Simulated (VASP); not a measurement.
# Rh (Fm-3m) in VASP: further runs

The runs below take Rh through single point, with HSE06.

Program: VASP 6.6.1. These are calculated values, not measurements. Logs are shortened: lines on timing, memory, paths and dates and some standing lists are left out, and cuts for length are marked.

## 1. The cell of the first run

It takes space group Fm-3m (No. 225, cubic). Conventional cell: a = 3.725 Å, b = 3.725 Å, c = 3.725 Å, α = 90.00°, β = 90.00°, γ = 90.00°. Within 3.5 Å of Rh (site symmetry m-3m) lie 12 Rh at 2.63 Å.

## 2. Single point, HSE06

POSCAR reads:

```
Rh
1.0
    0.0000000000      1.8625076022      1.8625076022
    1.8625076022      0.0000000000      1.8625076022
    1.8625076022      1.8625076022      0.0000000000
Rh
1
Direct
    0.0000000000      0.0000000000      0.0000000000
```

INCAR.step1 reads:

```
SYSTEM = Rh
PREC     = Accurate       ! precision mode
ENCUT    = 520            ! plane-wave cutoff, eV
EDIFF    = 1E-5           ! SCF threshold, eV
ISMEAR   = -1             ! smearing method
SIGMA    = 0.1            ! smearing width, eV
LREAL    = .FALSE.        ! projectors in reciprocal space
LASPH    = .TRUE.         ! aspherical terms in the spheres
NELM     = 80             ! most SCF steps
ALGO     = Normal         ! electronic algorithm
ISIF     = 2              ! what is computed and relaxed
LWAVE    = .TRUE.         ! write WAVECAR
GGA      = PE             ! functional
NBANDS   = 14             ! bands
```

INCAR.step2 reads:

```
SYSTEM = Rh
PREC     = Accurate       ! precision mode
ENCUT    = 520            ! plane-wave cutoff, eV
EDIFF    = 1E-6           ! SCF threshold, eV
ISMEAR   = -1             ! smearing method
SIGMA    = 0.1            ! smearing width, eV
LREAL    = .FALSE.        ! projectors in reciprocal space
LASPH    = .TRUE.         ! aspherical terms in the spheres
NELM     = 80             ! most SCF steps
ALGO     = Normal         ! electronic algorithm
ISIF     = 2              ! what is computed and relaxed
LWAVE    = .FALSE.        ! write WAVECAR
LCHARG   = .TRUE.         ! write CHGCAR
GGA      = PE             ! functional
LHFCALC  = .TRUE.         ! exact exchange
HFSCREEN = 0.2079         ! screening, 1/A
PRECFOCK = Normal       
LELF     = .TRUE.         ! ELF
LVHAR    = .TRUE.       
ISTART   = 1            
NBANDS   = 14             ! bands
```

KPOINTS reads:

```
regular mesh
0
G
  6 6 6
  0 0 0
```

Potentials or basis: VASP PAW PBE potentials, release 64 (Rh_pv).

Started as:

```sh
$ cat potpaw_PBE.64/Rh_pv/POTCAR > POTCAR
$ cp INCAR.step1 INCAR
$ mpirun -np 1 vasp_std > vasp.out
$ cp INCAR.step2 INCAR
$ mpirun -np 1 vasp_std > vasp.out
```

OUTCAR:

```text
SYSTEM = Rh
   PREC = Accurate
   ENCUT = 520
   EDIFF = 1E-6
   ISMEAR = -1
   LREAL = .FALSE.
   LASPH = .TRUE.
   NELM = 80
   ISIF = 2
   GGA = PE
   LHFCALC = .TRUE.
   HFSCREEN = 0.2079
   PRECFOCK = Normal
   ISTART = 1

 ion  position               nearest neighbor table
   1  0.000  0.000  0.000-

  LATTYP: Found a face centered cubic cell.
 ALAT       =     3.7250152044

  Lattice vectors:

 A1 = (   0.0000000000,   1.8625076022,   1.8625076022)
 A2 = (   1.8625076022,   0.0000000000,   1.8625076022)
 A3 = (   1.8625076022,   1.8625076022,   0.0000000000)

Analysis of symmetry for initial positions (statically):
=====================================================================
 Subroutine PRICEL returns:
 Original cell was already a primitive cell.

 Routine SETGRP: Setting up the symmetry group for a
 face centered cubic supercell.

 Subroutine GETGRP returns: Found 48 space group operations
 (whereof 48 operations were pure point group operations)
 out of a pool of 48 trial point group operations.

The static configuration has the point symmetry O_h .

Analysis of symmetry for dynamics (positions and initial velocities):
=====================================================================
 Subroutine PRICEL returns:
 Original cell was already a primitive cell.

 Routine SETGRP: Setting up the symmetry group for a
 face centered cubic supercell.

 Subroutine GETGRP returns: Found 48 space group operations
 (whereof 48 operations were pure point group operations)
 out of a pool of 48 trial point group operations.

The dynamic configuration has the point symmetry O_h .

 Subroutine INISYM returns: Found 48 space group operations
 (whereof 48 operations are pure point group operations),
 and found     1 'primitive' translations

----------------------------------------------------------------------------------------

                                     Primitive cell

  volume of cell :      12.9218

  direct lattice vectors                    reciprocal lattice vectors
     0.000000000  1.862507602  1.862507602    -0.268455280  0.268455280  0.268455280
     1.862507602  0.000000000  1.862507602     0.268455280 -0.268455280  0.268455280
     1.862507602  1.862507602  0.000000000     0.268455280  0.268455280 -0.268455280

  length of vectors
     2.633983511  2.633983511  2.633983511     0.464978185  0.464978185  0.464978185

  position of ions in fractional coordinates (direct lattice)
     0.000000000  0.000000000  0.000000000

[... 82 lines left out ...]
   EFERMI_NEDOS =   21; number of points for ismear=-14 and -15
   IALGO  =     38    algorithm
   IMIX   =      1    mixing-type and parameters
     AMIX     =   0.40;   BMIX     =  1.00
     AMIX_MAG =   1.60;   BMIX_MAG =  1.00
  volume/ion in A,a.u.               =      12.92        87.20
  Fermi-wavevector in a.u.,A,eV,Ry     =   1.720536  3.251342 40.276585  2.960245
  Thomas-Fermi vector in A             =   2.796957
   LORBIT       =      0    0 simple, 1 ext, 2 COOP (PROOUT), +10 PAW based schemes
   GGA     = PE    functional components
   LHFCALC =     T    Hartree Fock is set to
   PRECFOCK=normal    Normal, Fast or Accurate (Low or Medium for compatibility)
   ENCUT4O =  -1.0   cutoff for four orbital integrals eV
   NKREDX  =     1    reduce k-point grid by
   NKREDY  =     1    reduce k-point grid by
   NKREDZ  =     1    reduce k-point grid by
   AEXX    =    0.2500 exact exchange contribution
   HFSCREEN=    0.2079 screening length (either q_TF or 0.3 A-1)
   HFSCREENC=   0.2079 screening length for correlation (either q_TF or 0.3 A-1)
   ENCUTFOCK=  -1.0 apply spherical cutoff to Coloumb kernel
   IVDW    =     0    specifies the selected vdW correction
   LEPSILON=     F    determine dielectric tensor
   LRPA    =     F    only Hartree local field effects (RPA)
 non-spin polarized calculation
  energy-cutoff  :      520.00
  volume of cell :       12.92
 maximum number of plane-waves:       355
  NGX = 16; NGY = 16; NGZ = 16

 number of electron      14.9999995 magnetization

 Free energy of the ion-electron system (eV)
  ---------------------------------------------------
  ext. energy  EPLUGINS =         0.00000000
  ---------------------------------------------------
  free energy    TOTEN  =        -8.33899953 eV

  energy without entropy =       -8.29050995  energy(sigma->0) =       -8.31475474

 E-fermi :  12.4127     XC(G=0): -11.6989

 val. band max:       12.2607975190   @ k =   0.3333   0.0000   0.0000
 cond. band min:      12.5021163279   @ k =   0.3333   0.3333   0.0000
 fundamental gap:      0.2413188089
 Fermi energy:        12.4126860249

 k-point     1 :       0.0000    0.0000    0.0000
  band No.  band energies     occupation
      1     -36.8810      2.00000
      2     -36.8810      2.00000
      3     -36.8810      2.00000
      4       3.4181      2.00000
      5       8.6341      2.00000
      6       8.6341      2.00000
      7       8.6341      2.00000
      8      10.9712      2.00000
      9      10.9712      2.00000
     10      29.8346      0.00000
     11      35.8864      0.00000
     12      35.8864      0.00000
     13      35.8864      0.00000
     14      38.0712      0.00000
[... 241 lines left out ...]
      1     -37.7309      2.00000
      2     -37.4294      2.00000
      3     -37.2833      2.00000
      4       5.6768      2.00000
      5       6.3772      2.00000
      6       9.8486      2.00000
      7      11.4410      1.99988
      8      14.0568      0.00000
      9      21.2852      0.00000
     10      25.9901      0.00000
     11      26.0587      0.00000
     12      27.3028      0.00000
     13      38.0705      0.00000
     14      39.4468      0.00000

------------------------ aborting loop because EDIFF is reached ----------------------------------------

  FORCE on cell =-STRESS in cart. coord.  units (eV):
  Direction    XX          YY          ZZ          XY          YZ          ZX
  --------------------------------------------------------------------------------------
  -------------------------------------------------------------------------------------
  Total        1.3470013      1.3470013      1.3470013     -0.0000000      0.0000000      0.0000000
  in kB      167.0145986    167.0145986    167.0145986     -0.0000000      0.0000000      0.0000000
  external PRESSURE =     167.0145986 kB  Pullay stress =       0.0000000 kB

 VOLUME and BASIS-vectors are now :
 -----------------------------------------------------------------------------
  energy-cutoff  :      520.00
  volume of cell :       12.92
      direct lattice vectors                 reciprocal lattice vectors
     0.000000000  1.862507602  1.862507602    -0.268455280  0.268455280  0.268455280
     1.862507602  0.000000000  1.862507602     0.268455280 -0.268455280  0.268455280
     1.862507602  1.862507602  0.000000000     0.268455280  0.268455280 -0.268455280

 POSITION                                       TOTAL-FORCE (eV/Angst)
 -----------------------------------------------------------------------------------
      0.00000      0.00000      0.00000        -0.000000     -0.000000      0.000000
 -----------------------------------------------------------------------------------
    total drift:                               -0.000001     -0.000001     -0.000001

  FREE ENERGIE OF THE ION-ELECTRON SYSTEM (eV)
  ---------------------------------------------------
  free  energy   TOTEN  =        -8.3389995329 eV

  energy  without entropy=       -8.2905099459  energy(sigma->0) =       -8.31475474
```

Run time: 20 min. Hardware: 1 thread of AMD EPYC 7R13 (Zen 3), shared host; peak memory 0.2 GiB.

What came out:

| Item | Value |
| --- | --- |
| Free energy | -8.3390 eV |
| Pressure | 16.7 GPa |
| Band gap on the k mesh | zero (an odd number of electrons rules out a gap without spin polarisation) |

Caveat: the k points lie up to 0.49 Å⁻¹ apart, too coarse for converged energies and pressures of a metal; the PAW data sets were made with another functional, which shifts forces and pressure a little.

## 3. Single point, HSE06

POSCAR is that of step 2.

INCAR.step1 reads:

```
PREC = Accurate
ENCUT = 520
EDIFF = 1E-5
ISMEAR = -1
SIGMA = 0.1
LREAL = False
LASPH = True
NELM = 80
ALGO = Normal
ISIF = 2
LWAVE = True
LCHARG = False
GGA = PE
NBANDS = 14
```

INCAR.step2 reads:

```
PREC = Accurate
ENCUT = 520
EDIFF = 1E-6
ISMEAR = -1
SIGMA = 0.1
LREAL = False
LASPH = True
NELM = 80
ALGO = Normal
ISIF = 2
LWAVE = False
LCHARG = False
GGA = PE
LHFCALC = True
HFSCREEN = 0.2079
PRECFOCK = Normal
ISTART = 1
NBANDS = 14
```

KPOINTS reads:

```
Automatic mesh
0
Gamma
  6 6 6
```

Potentials or basis: VASP PAW PBE potentials, release 64 (Rh_pv).

Started as:

```sh
$ cat potpaw_PBE.64/Rh_pv/POTCAR > POTCAR
$ cp INCAR.step1 INCAR
$ mpirun -np 1 vasp_std > vasp.out
$ cp INCAR.step2 INCAR
$ mpirun -np 1 vasp_std > vasp.out
```

OUTCAR:

```text
PREC = Accurate
   ENCUT = 520
   EDIFF = 1E-6
   ISMEAR = -1
   LREAL = False
   LASPH = True
   NELM = 80
   ISIF = 2
   GGA = PE
   LHFCALC = True
   HFSCREEN = 0.2079
   PRECFOCK = Normal
   ISTART = 1

 ion  position               nearest neighbor table
   1  0.000  0.000  0.000-

  LATTYP: Found a face centered cubic cell.
 ALAT       =     3.7250152044

  Lattice vectors:

[... 446 lines left out ...]
      9      21.2852      0.00000
     10      25.9901      0.00000
     11      26.0587      0.00000
     12      27.3028      0.00000
     13      38.0705      0.00000
     14      39.4468      0.00000

------------------------ aborting loop because EDIFF is reached ----------------------------------------

  FORCE on cell =-STRESS in cart. coord.  units (eV):
  Direction    XX          YY          ZZ          XY          YZ          ZX
  --------------------------------------------------------------------------------------
  -------------------------------------------------------------------------------------
  Total        1.3470013      1.3470013      1.3470013     -0.0000000      0.0000000      0.0000000
  in kB      167.0145986    167.0145986    167.0145986     -0.0000000      0.0000000      0.0000000
  external PRESSURE =     167.0145986 kB  Pullay stress =       0.0000000 kB

 VOLUME and BASIS-vectors are now :
 -----------------------------------------------------------------------------
  energy-cutoff  :      520.00
  volume of cell :       12.92
      direct lattice vectors                 reciprocal lattice vectors
     0.000000000  1.862507602  1.862507602    -0.268455280  0.268455280  0.268455280
     1.862507602  0.000000000  1.862507602     0.268455280 -0.268455280  0.268455280
     1.862507602  1.862507602  0.000000000     0.268455280  0.268455280 -0.268455280

 POSITION                                       TOTAL-FORCE (eV/Angst)
 -----------------------------------------------------------------------------------
      0.00000      0.00000      0.00000        -0.000000     -0.000000      0.000000
 -----------------------------------------------------------------------------------
    total drift:                               -0.000001     -0.000001     -0.000001

  FREE ENERGIE OF THE ION-ELECTRON SYSTEM (eV)
  ---------------------------------------------------
  free  energy   TOTEN  =        -8.3389995329 eV

  energy  without entropy=       -8.2905099459  energy(sigma->0) =       -8.31475474
```

OUTCAR.step1:

```text
PREC = Accurate
   ENCUT = 520
   EDIFF = 1E-5
   ISMEAR = -1
   LREAL = False
[... 476 lines left out ...]

 POSITION                                       TOTAL-FORCE (eV/Angst)
 -----------------------------------------------------------------------------------
      0.00000      0.00000      0.00000         0.000000      0.000000      0.000000
 -----------------------------------------------------------------------------------
    total drift:                               -0.000000     -0.000000     -0.000000

  FREE ENERGIE OF THE ION-ELECTRON SYSTEM (eV)
  ---------------------------------------------------
  free  energy   TOTEN  =        -7.1074478494 eV

  energy  without entropy=       -7.0543914023  energy(sigma->0) =       -7.08091963
```

Run time: 18 min. Hardware: 1 thread of AMD EPYC 7R13 (Zen 3), shared host; peak memory 0.2 GiB.

What came out:

| Item | Value |
| --- | --- |
| Free energy | -8.3390 eV |
| Pressure | 16.7 GPa |
| Band gap on the k mesh | zero (an odd number of electrons rules out a gap without spin polarisation) |

Levels at points of the mesh, in eV from the Fermi level:
```
           k point  band 3  band 4  band 5  band 6  band 7  band 8  band 9  band 10  band 11  band 12
(0.00, 0.00, 0.00)  -49.29   -8.99   -3.78   -3.78   -3.78   -1.44   -1.44    17.42    23.47    23.47
(0.50, 0.00, 0.00)  -49.45   -7.32   -4.03   -4.03    0.97    0.97    1.13    10.82    16.92    23.68
(0.50, 0.50, 0.00)  -49.69   -7.79   -7.26    0.60    1.61    1.61    4.08    14.69    15.17    15.17
```

Caveat: the k points lie up to 0.49 Å⁻¹ apart, too coarse for converged energies and pressures of a metal; the PAW data sets were made with another functional, which shifts forces and pressure a little.

## 4. Single point, HSE06

This run uses another cell than the first one, of 13.34 Å³/atom.

POSCAR reads:

```
Rh
1.0
    0.0000000000      1.8825361013      1.8825361013
    1.8825361013      0.0000000000      1.8825361013
    1.8825361013      1.8825361013      0.0000000000
Rh
1
Direct
    0.0000000000      0.0000000000      0.0000000000
```

INCAR.step1 reads:

```
  PREC = Accurate
  ENCUT = 520
  EDIFF = 1E-5
  ISMEAR = -1
  SIGMA = 0.1
  LREAL = False
  LASPH = True
  NELM = 80
  ALGO = Normal
  ISIF = 2
  LWAVE = True
  LCHARG = False
  NBANDS = 14
  GGA = PE
```

INCAR.step2 reads:

```
  PREC = Accurate
  ENCUT = 520
  EDIFF = 1E-6
  ISMEAR = -1
  SIGMA = 0.1
  LREAL = False
  LASPH = True
  NELM = 80
  ALGO = Normal
  ISIF = 2
  LWAVE = False
  LCHARG = False
  GGA = PE
  LHFCALC = True
  HFSCREEN = 0.2079
  PRECFOCK = Normal
  NBANDS = 14
  ISTART = 1
```

KPOINTS is that of step 3.

Started as:

```sh
$ cat potpaw_PBE.64/Rh_pv/POTCAR > POTCAR
$ cp INCAR.step1 INCAR
$ mpirun -np 1 vasp_std > vasp.out
$ cp INCAR.step2 INCAR
$ mpirun -np 1 vasp_std > vasp.out
```

Run time: 16 min. Hardware: 1 thread of AMD EPYC 7R13 (Zen 3), shared host; peak memory 0.2 GiB.

It converged, with:

```yaml
Free_energy: -8.3687 eV
Pressure: 5.8 GPa
Band_gap_on_the_k_mesh: zero (an odd number of electrons rules out a gap without spin polarisation)
```

Levels at points of the mesh, in eV from the Fermi level:
```
           k point  band 5  band 6  band 7  band 8  band 9  band 10
(0.00, 0.00, 0.00)   -3.60   -3.60   -3.60   -1.40   -1.40    17.44
(0.50, 0.00, 0.00)   -3.85   -3.85    0.92    0.92    1.16    10.45
(0.50, 0.50, 0.00)   -6.93    0.54    1.54    1.54    4.02    14.24
```

Caveat: the k points lie up to 0.48 Å⁻¹ apart, too coarse for converged energies and pressures of a metal; the PAW data sets were made with another functional, which shifts forces and pressure a little.

The gap in the log of VASP goes by the Fermi energy; the results here count the filled bands.